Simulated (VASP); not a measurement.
A run of VASP 6.6.1 is set up as follows.

The input INCAR:

```
PREC = Accurate
ENCUT = 600
EDIFF = 1E-7
ISMEAR = -1
SIGMA = 0.15
LREAL = False
LASPH = True
NELM = 100
ALGO = Normal
ISIF = 3
LWAVE = False
LCHARG = False
GGA = CA
IBRION = 2
NSW = 80
EDIFFG = -0.001
```

KPOINTS

```
Automatic mesh
0
Gamma
  12 12 8
```

POSCAR

```
Mg
1.0
    3.1506839594      0.0000000000      0.0000000000
   -1.5753419797      2.7285723481      0.0000000000
    0.0000000000      0.0000000000      5.0241572917
Mg
2
Direct
    0.3333333333      0.6666666667      0.2500000000
    0.6666666667      0.3333333333      0.7500000000
```

Potentials or basis: VASP PAW LDA potentials, release 64 (Mg).

Launch:

```sh
$ cat potpaw_LDA.64/Mg/POTCAR > POTCAR
$ mpirun -np 1 vasp_std > vasp.out
```

(1) Predict the relaxed cell.

(2) What does it give for the band gap on the k mesh?

(3) Estimate the relaxed volume.

## Answers

(1) a = 3.138 Å, b = 3.138 Å, c = 5.036 Å, α = 90.00°, β = 90.00°, γ = 120.00°.

(2) zero (bands 2 and 3 overlap by 2.15 eV).

(3) 21.47 Å³/atom.
